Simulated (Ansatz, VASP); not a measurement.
TiAl5 in VASP and in Ansatz

```
CELL_PARAMETERS angstrom
2.87129 0.00000 0.00000
-1.43564 2.48661 0.00000
0.00000 0.00000 14.02731
ATOMIC_POSITIONS crystal
Ti 0.00000 0.00000 0.00000
Al 0.66667 0.33333 0.16302
Al 0.00000 0.00000 0.32815
Al 0.66667 0.33333 0.50000
Al 0.00000 0.00000 0.67185
Al 0.66667 0.33333 0.83698
```

Change from the starting cell: species swapped into the Li5Mg type (P-6m2, No. 187).

Alike in both runs: functional PBE; k mesh 6 × 6 × 2; occupations gaussian, width 0.1 eV; no spin polarisation.

Ansatz relaxed the structure, and its values are those at the end. VASP's run is a single point on that final structure, the one shown.

```csv
,VASP,Ansatz
version,VASP 6.6.1,Ansatz 0.2.0
potentials or method,"VASP PAW PBE potentials, release 64 (Ti_sv, Al), cutoff 520 eV","scalar-relativistic, plane waves, PAW"
valence electrons in the cell,27,27
```

Ansatz gave:

* gap on the k mesh at the Fermi level (eV): none
* pressure (GPa): 0.0

**Question.** Estimate VASP's values.

**Answer.** gap on the k mesh at the Fermi level (eV): none; pressure (GPa): -0.1.

A gap of «none» marks a metal or a gap that the smearing closes.

The k mesh is coarse, so the values compare programs but aren't converged.
